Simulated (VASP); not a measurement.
Write the native input for VASP 6.6.1 that does the following.

* Task: single point
* Functional: LDA
* Potentials or basis: VASP PAW LDA potentials, release 64 (Li_sv, F)
* Cutoff: 520 eV
* k mesh: 10 × 10 × 10
* Occupations: gaussian, width 0.05 eV
* Spin: no spin polarisation
* Dipole correction: no
* Further INCAR settings: ALGO = Normal; EDIFF = 1e-06; NBANDS = 12

The structure of LiF lies in POSCAR:

```
LiF
1.0
    0.0000000000      2.0643500000      1.9636500000
    2.0643500000      0.0000000000      1.9636500000
    2.0643500000      2.0643500000      0.0000000000
Li F
1 1
Direct
    0.0000000000      0.0000000000      0.0000000000
    0.5000000000      0.5000000000      0.5000000000
```

This cell differs from its parent crystal: strain +0.025 along x and y, -0.025 along z.

These files were run (other wordings do the same):

INCAR

```
SYSTEM = LiF
  ALGO = Normal
  EDIFF = 1E-6
  ENCUT = 520
  ISIF = 2
  ISMEAR = 0
  LASPH = .True.
  LCHARG = .True.
  LELF = .True.
  LREAL = .False.
  LVHAR = .True.
  LWAVE = .False.
  NBANDS = 12
  NELM = 60
  PREC = Accurate
  SIGMA = 0.05
```

KPOINTS

```
k-points
0
Gamma
  10 10 10
  0 0 0
```

Potentials or basis: VASP PAW LDA potentials, release 64 (Li_sv, F).

The run is started by

```sh
$ cat potpaw_LDA.64/Li_sv/POTCAR potpaw_LDA.64/F/POTCAR > POTCAR
$ mpirun -np 1 vasp_std > vasp.out
```

Results of the run:

```yaml
Band_gap_on_the_k_mesh: 8.57 eV, direct
```

Caveat: the cell differs from its parent crystal (strain +0.025 along x and y, -0.025 along z).

It took 13 s on 1 thread of Intel(R) Xeon(R) Platinum 8488C (Sapphire Rapids), on a shared host, peak memory 0.13 GiB.
